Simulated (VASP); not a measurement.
The system is Pt.

```xyz
1
Lattice="0.0000 1.9609 1.9609 1.9609 0.0000 1.9609 1.9609 1.9609 0.0000" Properties=species:S:1:pos:R:3 pbc="T T T"
Pt    0.0000    0.0000    0.0000
```

- Program: VASP 6.6.1
- Task: relaxation of volume and atoms at fixed shape
- Functional: LDA
- Potentials or basis: VASP PAW LDA potentials, release 64 (Pt)
- Cutoff: 600 eV
- k mesh: 18 × 18 × 18
- Occupations: fermi-dirac, width 0.05 eV
- Spin: no spin polarisation

At the start: pressure -5.4 GPa; volume 15.08 Å³/atom.

**Question.** Where does the relaxation end?

**Answer.** Over 3 steps the energy falls by 4.8 meV/atom and the volume is 14.81 Å³/atom (-1.8 %); space group Fm-3m (No. 225, to 0.1 Å) before and after.

Step by step:
```csv
step,energy change (eV),largest force (eV/Å),pressure (GPa),volume (Å³)
1,0.0000,0.0000,-5.41,15.08
2,0.0426,0.0000,19.97,14.00
3,-0.0048,0.0000,-0.13,14.81
```

Final structure:
```
Pt
1.0
     0.00000    1.94907    1.94907
     1.94907    0.00000    1.94907
     1.94907    1.94907    0.00000
Pt
1
Cartesian
  0.0000 0.0000 0.0000
```
